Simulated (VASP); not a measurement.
# Cu (P6_3/mmc) in VASP: a series of runs

Runs on Cu. Level: r2SCAN. Tasks: relaxation of cell and atoms, single point.

All numbers are computed with VASP 6.6.1; they aren't measurements. Logs are shortened: lines on timing, memory, paths and dates and some standing lists are left out, and cuts for length are marked.

**1. The cell of the first run**

It takes space group P6_3/mmc (No. 194, hexagonal). Conventional cell: a = 2.370 Å, b = 2.370 Å, c = 3.870 Å, α = 90.00°, β = 90.00°, γ = 120.00°. Within 3.1 Å of Cu (site symmetry -6m2) lie 12 Cu at 2.37 Å.

This isn't the form of Cu at room conditions, which is fcc.

**2. Relaxation of cell and atoms, r2SCAN, target pressure 50 GPa, at which the enthalpy is minimised**

The input, POSCAR:

```
Cu
1.0
    2.3704330385      0.0000000000      0.0000000000
   -1.1852165193      2.0528552293      0.0000000000
    0.0000000000      0.0000000000      3.8700920207
Cu
2
Direct
    0.3333333333      0.6666666667      0.2500000000
    0.6666666667      0.3333333333      0.7500000000
```

The input, INCAR.step1:

```
ALGO = Normal
EDIFF = 1E-4
ENCUT = 600
GGA = PE
ISMEAR = 0
LASPH = True
LCHARG = False
LREAL = False
LWAVE = True
NELM = 80
PREC = Accurate
SIGMA = 0.1
```

The input, INCAR.step2:

```
ALGO = Normal
EDIFF = 1E-6
EDIFFG = -0.008
ENCUT = 600
IBRION = 2
ISIF = 3
ISMEAR = 0
ISTART = 1
LASPH = True
LCHARG = False
LMIXTAU = True
LREAL = False
LWAVE = False
METAGGA = R2SCAN
NELM = 80
NSW = 70
PREC = Accurate
PSTRESS = 500.0
SIGMA = 0.1
```

The input, KPOINTS:

```
k-points
0
Gamma
  24 24 12
```

Potentials or basis: VASP PAW PBE potentials, release 64 (Cu).

The run is started by

```bash
> cat potpaw_PBE.64/Cu/POTCAR > POTCAR
> cp INCAR.step1 INCAR
> mpirun -np 1 vasp_std > vasp.out
> cp INCAR.step2 INCAR
> mpirun -np 1 vasp_std > vasp.out
```

OUTCAR:

```text
EDIFF = 1E-6
   EDIFFG = -0.008
   ENCUT = 600
   IBRION = 2
   ISIF = 3
   ISMEAR = 0
   ISTART = 1
   LASPH = True
   LREAL = False
   METAGGA = R2SCAN
   NELM = 80
   NSW = 70
   PREC = Accurate
   PSTRESS = 500.0

 ion  position               nearest neighbor table
   1  0.333  0.667  0.250-   2 2.37   2 2.37   2 2.37   2 2.37   2 2.37   2 2.37
   2  0.667  0.333  0.750-   1 2.37   1 2.37   1 2.37   1 2.37   1 2.37   1 2.37

  LATTYP: Found a hexagonal cell.
 ALAT       =     2.3704330385
 C/A-ratio  =     1.6326519070

  Lattice vectors:

 A1 = (   2.3704330385,   0.0000000000,   0.0000000000)
 A2 = (  -1.1852165193,   2.0528552293,   0.0000000000)
 A3 = (   0.0000000000,   0.0000000000,   3.8700920207)

Analysis of symmetry for initial positions (statically):
=====================================================================
 Subroutine PRICEL returns:
 Original cell was already a primitive cell.

 Routine SETGRP: Setting up the symmetry group for a
 hexagonal supercell.

 Subroutine GETGRP returns: Found 24 space group operations
 (whereof 12 operations were pure point group operations)
 out of a pool of 24 trial point group operations.

The static configuration has the point symmetry D_3d.
 The point group associated with its full space group is D_6h.

Analysis of symmetry for dynamics (positions and initial velocities):
=====================================================================
 Subroutine PRICEL returns:
 Original cell was already a primitive cell.

 Routine SETGRP: Setting up the symmetry group for a
 hexagonal supercell.

 Subroutine GETGRP returns: Found 24 space group operations
 (whereof 12 operations were pure point group operations)
 out of a pool of 24 trial point group operations.

The dynamic configuration has the point symmetry D_3d.
 The point group associated with its full space group is D_6h.

 Subroutine INISYM returns: Found 24 space group operations
 (whereof 12 operations are pure point group operations),
 and found     1 'primitive' translations

----------------------------------------------------------------------------------------

                                     Primitive cell

  volume of cell :      18.8325

  direct lattice vectors                    reciprocal lattice vectors
     2.370433038  0.000000000  0.000000000     0.421863847  0.243563205  0.000000000
    -1.185216519  2.052855229  0.000000000     0.000000000  0.487126411  0.000000000
     0.000000000  0.000000000  3.870092021     0.000000000  0.000000000  0.258391789

  length of vectors
     2.370433038  2.370433039  3.870092021     0.487126411  0.487126411  0.258391789

  position of ions in fractional coordinates (direct lattice)
     0.333333333  0.666666667  0.250000000
     0.666666667  0.333333333  0.750000000

  ion indices of the primitive-cell ions
   primitive index   ion index
                 1           1
                 2           2

----------------------------------------------------------------------------------------

 KPOINTS: k-points

Automatic generation of k-mesh.
 Grid dimensions read from file:
 generate k-points for:   24   24   12

 Generating k-lattice:

  Cartesian coordinates                     Fractional coordinates (reciprocal lattice)
     0.017577660  0.010148467  0.000000000     0.041666667 -0.000000000  0.000000000
     0.000000000  0.020296934  0.000000000     0.000000000  0.041666667  0.000000000
     0.000000000  0.000000000  0.021532649     0.000000000  0.000000000  0.083333333

  Length of vectors
     0.020296934  0.020296934  0.021532649

  Shift w.r.t. Gamma in fractional coordinates (k-lattice)
     0.000000000  0.000000000  0.000000000

 Subroutine IBZKPT returns following result:
 ===========================================

 Found    427 irreducible k-points:

 Following reciprocal coordinates:
            Coordinates               Weight
  0.000000  0.000000  0.000000      1.000000
  0.041667  0.000000  0.000000      6.000000
  0.083333  0.000000  0.000000      6.000000
  0.125000  0.000000  0.000000      6.000000
  0.166667  0.000000  0.000000      6.000000
  0.208333  0.000000  0.000000      6.000000
[... 16 lines left out ...]
  0.416667  0.041667  0.000000     12.000000
  0.458333  0.041667  0.000000     12.000000
 [... further k-points ...]
   k-points           NKPTS =    427   k-points in BZ     NKDIM =    427   number of bands    NBANDS=     15
   number of dos      NEDOS =    301   number of ions     NIONS =      2
   total plane-waves  NPLWV =  12800
   dimension x,y,z NGX =    20 NGY =   20 NGZ =   32
   dimension x,y,z NGXF=    40 NGYF=   40 NGZF=   64
   ions per type =               2
   NGX,Y,Z   is equivalent  to a cutoff of  14.03, 14.03, 13.75 a.u.
   NGXF,Y,Z  is equivalent  to a cutoff of  28.05, 28.05, 27.49 a.u.
 SYSTEM =  unknown system
   PREC   = accura    normal or accurate (medium, high low for compatibility)
   ISTART =      1    job   : 0-new  1-cont  2-samecut
   ICHARG =      0    charge: 1-file 2-atom 10-const
   ISPIN  =      1    spin polarized calculation?
   LNONCOLLINEAR =      F non collinear calculations
   LSORBIT =      F    spin-orbit coupling
   LASPH  =      T    aspherical Exc in radial PAW
   ENCUT  =  600.0 eV  44.10 Ry    6.64 a.u.   4.73  4.73  7.73*2*pi/ulx,y,z
   NELM   =     80;   NELMIN=  2; NELMDL=  0     # of ELM steps
   EDIFF  = 0.1E-05   stopping-criterion for ELM
   LREAL  =      F    real-space projection
   EDIFFG = -.8E-02   stopping-criterion for IOM
   NSW    =     70    number of steps for IOM
   IBRION =      2    ionic relax: 0-MD 1-quasi-New 2-CG
   NFREE  =      1    steps in history (QN), initial steepest desc. (CG)
   ISIF   =      3    stress and relaxation
   ISYM   =      2    0-nonsym 1-usesym 2-fastsym
   POTIM  = 0.5000    time-step for ionic-motion
   TEBEG  =    0.0;   TEEND  =   0.0 temperature during run
   PSTRESS=  500.0 pullay stress
   NELECT =      22.0000    total number of electrons
   NUPDOWN=      -1.0000    fix difference up-down
   EMIN   =  10.00;   EMAX   =-10.00  energy-range for DOS
   EFERMI =   0.00;   METHOD = LEGACY
   ISMEAR =     0;   SIGMA  =   0.10  broadening in eV -4-tet -1-fermi 0-gaus
   EFERMI_NEDOS =   21; number of points for ismear=-14 and -15
   IALGO  =     38    algorithm
   IMIX   =      4    mixing-type and parameters
     AMIX     =   0.40;   BMIX     =  1.00
     AMIX_MAG =   1.60;   BMIX_MAG =  1.00
  volume/ion in A,a.u.               =       9.42        63.54
  Fermi-wavevector in a.u.,A,eV,Ry     =   1.724169  3.258208 40.446861  2.972760
  Thomas-Fermi vector in A             =   2.799909
   LORBIT       =      0    0 simple, 1 ext, 2 COOP (PROOUT), +10 PAW based schemes
   METAGGA = R2SCAN    functional components
   LHFCALC =     F    Hartree Fock is set to
   AEXX    =    0.0000 exact exchange contribution
   IVDW    =     0    specifies the selected vdW correction
   LEPSILON=     F    determine dielectric tensor
   LRPA    =     F    only Hartree local field effects (RPA)
 conjugate gradient relaxation of ions
 non-spin polarized calculation
 Gauss-broadening in eV      SIGMA  =   0.10
  energy-cutoff  :      600.00
  volume of cell :       18.83
 maximum number of plane-waves:       646
 NGX is ok and might be reduce to    20
   NGX =  9   NGY =  9   NGZ = 15

--------------------------------------- Ionic step        1  -------------------------------------------

 number of electron      21.9999985 magnetization

 Free energy of the ion-electron system (eV)
  ---------------------------------------------------
  ext. energy  EPLUGINS =         0.00000000
  ---------------------------------------------------
  free energy    TOTEN  =       -21.07278453 eV

  energy without entropy =      -21.07035020  energy(sigma->0) =      -21.07156737

------------------------ aborting loop because EDIFF is reached ----------------------------------------

  FORCE on cell =-STRESS in cart. coord.  units (eV):
  Direction    XX          YY          ZZ          XY          YZ          ZX
  --------------------------------------------------------------------------------------
  -------------------------------------------------------------------------------------
  Total        6.1479721      6.1479721      6.2634438     -0.0000000      0.0000000      0.0000000
  in kB      523.0403110    523.0403110    532.8640973     -0.0000000      0.0000000      0.0000000
  external PRESSURE =      26.3149064 kB  Pullay stress =     500.0000000 kB
[... 175 lines left out ...]
  enthalpy is  TOTEN    =       -15.1968051066 eV   P V=        5.9173204612

--------------------------------------- Ionic step        6  -------------------------------------------

 number of electron      21.9999991 magnetization

 Free energy of the ion-electron system (eV)
  ---------------------------------------------------
  ext. energy  EPLUGINS =         0.00000000
  ---------------------------------------------------
  free energy    TOTEN  =       -21.11345697 eV

  energy without entropy =      -21.11097190  energy(sigma->0) =      -21.11221444

 E-fermi :  10.4438     XC(G=0): -15.2887

 val. band max:       10.4417970280   @ k =   0.2083   0.1250   0.3333
 cond. band min:      10.4591128732   @ k =   0.3750   0.1250   0.3333
 fundamental gap:      0.0173158452
 Fermi energy:        10.4437827721

 k-point     1 :       0.0000    0.0000    0.0000
  band No.  band energies     occupation
      1      -1.0962      2.00000
      2       3.7441      2.00000
      3       6.4865      2.00000
      4       6.5693      2.00000
      5       6.5693      2.00000
      6       6.8704      2.00000
      7       6.8704      2.00000
      8       7.2788      2.00000
      9       7.2788      2.00000
     10       8.3262      2.00000
     11       8.3262      2.00000
     12       8.6682      2.00000
     13      15.6717      0.00000
     14      34.4219      0.00000
     15      36.9855      0.00000
[... 397 lines left out ...]
 k-point    24 :       0.4583    0.0417    0.0000
  band No.  band energies     occupation
      1       4.1275      2.00000
      2       4.3225      2.00000
      3       4.5850      2.00000
      4       6.3394      2.00000
      5       6.4472      2.00000
      6       6.5630      2.00000
      7       6.9169      2.00000
      8       8.4722      2.00000
      9       8.5155      2.00000
     10       8.5773      2.00000
     11      10.3660      1.72888
     12      12.8599      0.00000
     13      19.6315      0.00000
     14      20.4796      0.00000
     15      23.1393      0.00000

 [... further k-points ...]

------------------------ aborting loop because EDIFF is reached ----------------------------------------

  FORCE on cell =-STRESS in cart. coord.  units (eV):
  Direction    XX          YY          ZZ          XY          YZ          ZX
  --------------------------------------------------------------------------------------
  -------------------------------------------------------------------------------------
  Total        5.9226855      5.9226855      5.9302979     -0.0000000     -0.0000000     -0.0000000
  in kB      500.5130942    500.5130942    501.1564070     -0.0000000     -0.0000000     -0.0000000
  external PRESSURE =       0.7275318 kB  Pullay stress =     500.0000000 kB
[... 17 lines left out ...]
  FREE ENERGIE OF THE ION-ELECTRON SYSTEM (eV)
  ---------------------------------------------------
  free  energy   TOTEN  =       -21.1134569679 eV

  energy  without entropy=      -21.1109719036  energy(sigma->0) =      -21.11221444

  enthalpy is  TOTEN    =       -15.1968430508 eV   P V=        5.9166139171

 reached required accuracy - stopping structural energy minimisation
```

Run time: 30 min. Hardware: 1 thread of Intel Xeon Platinum 8259CL at 2.50GHz (Skylake/Cascade Lake), shared host; peak memory 0.25 GiB.

Results:

| Quantity | Value |
| --- | --- |
| Free energy | -21.1135 eV |
| Relaxed volume | 9.48 Å³/atom |
| Relaxed cell | a = 2.374 Å, b = 2.374 Å, c = 3.885 Å, α = 90.00°, β = 90.00°, γ = 120.00° |
| Space group after relaxing (to 0.1 Å) | P6_3/mmc (No. 194) |
| Energy change on relaxing (the run minimises the enthalpy) | -20.3 meV/atom |
| Ionic steps | 6 |
| Pressure after relaxing | 50.1 GPa |
| Band gap on the k mesh | zero (bands 11 and 12 overlap by 7.29 eV) |

The path:
```tsv
step	energy change (eV)	largest force (eV/Å)	pressure (GPa)	volume (Å³)
1	0.0000	0.0000	52.63	18.83
2	-0.1285	0.0000	44.27	19.26
3	-0.0438	0.0000	49.84	18.97
4	-0.0422	0.0000	49.92	18.96
5	-0.0413	0.0000	50.05	18.96
6	-0.0407	0.0000	50.07	18.96
```

Final structure:
```xyz
2
Lattice="2.3739 0.0000 0.0000 -1.1870 2.0559 0.0000 0.0000 0.0000 3.8847" Properties=species:S:1:pos:R:3 pbc="T T T"
Cu    0.0000    1.3706    0.9712
Cu    1.1870    0.6853    2.9135
```

Caveat: the cell is relaxed towards a set pressure, so the run minimises the enthalpy, not the energy; the PAW data sets were made with another functional, which shifts forces and pressure a little.

(Continued in part 2 of 2.)

The gap in the log of VASP goes by the Fermi energy; the results here count the filled bands.